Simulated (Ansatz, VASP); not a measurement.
One calculation of Zn5BiO, two programs

INCAR

```
PREC = Accurate ; ENCUT = 520
EDIFF = 1E-6 ; ISMEAR = 0
SIGMA = 0.2 ; LREAL = F
LASPH = T ; NELM = 100
ALGO = Normal ; ISIF = 2
LWAVE = F ; LCHARG = F
GGA = PE ; NBANDS = 50
```

File KPOINTS:

```
Automatic mesh
0
Gamma
  6 6 2
```

The input POSCAR:

```
Zn5BiO
1.0
    3.1967338825      0.0000000000      0.0000000000
   -1.5983669412      2.7684527514      0.0000000000
    0.0000000000      0.0000000000     13.6960652034
Zn Bi O
5 1 1
Direct
    0.3333333333      0.6666666667      0.4744819879
    0.6666666667      0.3333333333      0.6582955881
    0.0000000000      0.0000000000      0.3302256468
    0.6666666667      0.3333333333      0.1861712822
    0.0000000000      1.0000000000      0.7999456080
    0.3333333333      0.6666666667      0.9926525003
    0.0000000000      0.0000000000      0.5682273867
```

Input for Ansatz:

```yaml
crystal:
  lattice:
    - [3.1967338825, 0.0, 0.0]
    - [-1.5983669412, 2.7684527514, 0.0]
    - [0.0, 0.0, 13.6960652034]
  atoms:
    - { symbol: Zn, position: [0.3333333333, 0.6666666667, 0.4744819879] }
    - { symbol: Zn, position: [0.6666666667, 0.3333333333, 0.6582955881] }
    - { symbol: Zn, position: [0.0, 0.0, 0.3302256468] }
    - { symbol: Zn, position: [0.6666666667, 0.3333333333, 0.1861712822] }
    - { symbol: Zn, position: [0.0, 1.0, 0.799945608] }
    - { symbol: Bi, position: [0.3333333333, 0.6666666667, 0.9926525003] }
    - { symbol: O, position: [0.0, 0.0, 0.5682273867] }
basis:
  ecutwfc: 420
kpoints:
  mp_grid: { grid: [6, 6, 2] }
hamiltonian:
  xc: pbe
scf:
  occupations: { method: gaussian, width: 0.2 }
  lower_state_search: "off"
output:
  forces: true
  stress: true
  eigenvalues: true
```

Alike in both runs: task single point; functional PBE; k mesh 6 × 6 × 2; occupations gaussian, width 0.2 eV; no spin polarisation.

```csv
,VASP,Ansatz
version,VASP 6.6.1,Ansatz 0.2.0
potentials or method,"VASP PAW PBE potentials, release 64 (Zn, Bi_d, O), cutoff 520 eV","scalar-relativistic, plane waves, PAW"
valence electrons in the cell,81,81
```

```tsv
	VASP	Ansatz	Ansatz less VASP
gap on the k mesh at the Fermi level (eV)	none	none	-
pressure (GPa)	0.6	0.4	-0.16
traceless stress, the component that is largest in VASP (GPa)	-3.03	-3.06	-0.035
rms of the force components (eV/Å)	0.060	0.056	-0.0042
```

Atom by atom the forces differ by 0.009 eV/Å (rms over components). A gap of «none» marks a metal or a gap that the smearing closes. With one functional, cell and mesh, what is left measures potentials, basis and numerics.

The k mesh is coarse, so the values compare programs but aren't converged. Spin-orbit coupling is off throughout.
